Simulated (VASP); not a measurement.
Set up this calculation in VASP 6.6.1, as the native input.

- Task: single point
- Functional: PBE
- Potentials or basis: VASP PAW PBE potentials, release 64 (Cu, O)
- Cutoff: 520 eV
- k mesh: 14 × 14 × 8
- Occupations: gaussian, width 0.1 eV
- Spin: no spin polarisation
- Dipole correction: no
- Further INCAR settings: ALGO = Normal; EDIFF = 1e-06; NBANDS = 25

The structure of CuO lies in POSCAR:

```
CuO
1.0
    2.1114688025     -2.1146477912      0.0000000000
    2.1114688025      2.1146477912      0.0000000000
    0.0000000000      0.0000000000      5.1660502968
Cu O
2 2
Direct
    0.0000000000      0.5000000000      0.0000000000
    0.5000000000      0.0000000000      0.5000000000
    0.5000000000      0.5000000000      0.2500000000
    0.5000000000      0.5000000000      0.7500000000
```

The input as run:

INCAR

```
SYSTEM = CuO
PREC = Accurate
ENCUT = 520
EDIFF = 1E-6
ISMEAR = 0
SIGMA = 0.1
LREAL = .FALSE.
LASPH = .TRUE.
NELM = 80
ALGO = Normal
ISIF = 2
LWAVE = .FALSE.
LCHARG = .TRUE.
GGA = PE
LELF = .TRUE.
LVHAR = .TRUE.
NBANDS = 25
```

KPOINTS

```
regular mesh
0
G
  14 14 8
  0 0 0
```

Potentials or basis: VASP PAW PBE potentials, release 64 (Cu, O).

Run with:

```sh
$ cat potpaw_PBE.64/Cu/POTCAR potpaw_PBE.64/O/POTCAR > POTCAR
$ mpirun -np 1 vasp_std > vasp.out
```

It gave:

The pressure is -3.2 GPa. The band gap on the k mesh is zero (bands 17 and 18 overlap by 1.19 eV).

Caveat: the cell stands under tension; semilocal functionals often make such compounds metallic where correlation or magnetic order opens a gap, which also shifts bond lengths.

It took 2.5 min on 1 thread of Intel(R) Xeon(R) Platinum 8559C (Emerald Rapids) (shared host), peak memory 0.37 GiB.
